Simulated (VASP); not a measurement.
Rh: elastic constants with PBEsol

Rh:

```
CELL_PARAMETERS angstrom
0.00000 1.89785 1.89785
1.89785 0.00000 1.89785
1.89785 1.89785 0.00000
ATOMIC_POSITIONS crystal
Rh 0.00000 0.00000 0.00000
```

```
Program                   : VASP 6.6.1
Task                      : elastic constants
Functional                : PBEsol
Potentials or basis       : VASP PAW PBE potentials, release 64 (Rh_pv)
Cutoff                    : 600 eV
k mesh                    : 10 × 10 × 10
Occupations               : fermi-dirac, width 0.05 eV
Spin                      : no spin polarisation
Dipole correction         : no
Ions in elastic constants : relaxed
Further INCAR settings    : ALGO = Fast; EDIFF = 1e-08; IBRION = 6; POTIM = 0.015; NSW = 1; ISIF = 3
```

The elastic constants C11, C12, C44 are 443, 202, 198 GPa. The voigt bulk modulus is 282 GPa.

Elastic tensor in Voigt notation (GPa, in the Cartesian axes of the cell as first typed):
```
443 202 202   0   0   0
202 443 202   0   0   0
202 202 443   0   0   0
  0   0   0 198   0   0
  0   0   0   0 198   0
  0   0   0   0   0 198
```

Clamped-ion elastic tensor (GPa):
```
443 202 202   0   0   0
202 443 202   0   0   0
202 202 443   0   0   0
  0   0   0 198   0   0
  0   0   0   0 198   0
  0   0   0   0   0 198
```

Wall time 4.2 min on 1 thread of Intel(R) Xeon(R) Platinum 8375C CPU @ 2.90GHz (Ice Lake), on a shared host, peak memory 0.23 GiB.

Caveat: the cell is under stress, which shifts elastic constants; the PAW data sets were made with another functional, which shifts forces and pressure a little.
